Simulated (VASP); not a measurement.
Input of a VASP 6.6.1 run:

Contents of INCAR:

```
PREC = Accurate
ENCUT = 520
EDIFF = 1E-7
ISMEAR = 0
SIGMA = 0.1
LREAL = F
LASPH = T
NELM = 100
ALGO = Normal
ISIF = 2
LWAVE = F
LCHARG = T
GGA = PS
LELF = T
LVHAR = T
NBANDS = 13
```

KPOINTS

```
Automatic mesh
0
Gamma
  18 18 18
```

File POSCAR:

```
W
1.0
   -1.5823450000      1.5823450000      1.5823450000
    1.5823450000     -1.5823450000      1.5823450000
    1.5823450000      1.5823450000     -1.5823450000
W
1
Direct
    0.0000000000      0.0000000000      0.0000000000
```

Potentials or basis: VASP PAW PBE potentials, release 64 (W_sv).

Launch:

```console
$ cat potpaw_PBE.64/W_sv/POTCAR > POTCAR
$ mpirun -np 1 vasp_std > vasp.out
```

Task: Estimate the pressure.

Result: -2.5 GPa.

Task: What does it give for the band gap on the k mesh?

Result: Zero (band 7 reaches 16.46 eV, above the bottom of band 8 at 10.05 eV).

Caveat: the PAW data sets were made with another functional, which shifts forces and pressure a little; spin-orbit coupling is left out, which moves the levels of the heavy elements.
